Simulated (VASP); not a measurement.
Write the native input for VASP 6.6.1 that does the following.

```yaml
Task: electric field gradients
Functional: PBE
Potentials_or_basis: VASP PAW PBE potentials, release 64 (Au)
Cutoff: 520 eV
k_mesh: 14 × 14 × 8
Occupations: fermi-dirac, width 0.03 eV
Spin: no spin polarisation
Dipole_correction: no
Further_INCAR_settings: ALGO = Normal; EDIFF = 1e-08; NBANDS = 18
```

The structure of Au lies in POSCAR:

```
Au
1.0
    2.8413017565      0.0000000000      0.0000000000
   -1.4206508782      2.4606395010      0.0000000000
    0.0000000000      0.0000000000      4.7812276454
Au
2
Direct
    0.3333333333      0.6666666667      0.7500000000
    0.6666666667      0.3333333333      0.2500000000
```

This cell differs from its parent crystal: volume scaled by 0.9405.

These files were run (other wordings do the same):

INCAR

```
PREC = Accurate
ENCUT = 520
EDIFF = 1E-8
ISMEAR = -1
SIGMA = 0.03
LREAL = F
LASPH = T
NELM = 80
ALGO = Normal
ISIF = 2
LWAVE = F
LCHARG = F
GGA = PE
LEFG = T
NBANDS = 18
```

KPOINTS

```
regular mesh
0
Gamma
  14 14 8
```

Potentials or basis: VASP PAW PBE potentials, release 64 (Au).

Launch:

```bash
$ cat potpaw_PBE.64/Au/POTCAR > POTCAR
$ mpirun -np 1 vasp_std > vasp.out
```

It gave:

```yaml
Pressure: 12.4 GPa
Band_gap_on_the_k_mesh: zero (band 11 reaches 13.80 eV, above the bottom of band 12 at 7.09 eV)
```

Caveat: without QUAD_EFG the Cq values of the log hold for a quadrupole moment of 1 mb, not for the nuclei; spin-orbit coupling is left out, which moves the levels of the heavy elements.

Run time: 32 s on 1 thread of Intel Xeon 6975P-C, on a shared host, peak memory 0.19 GiB.
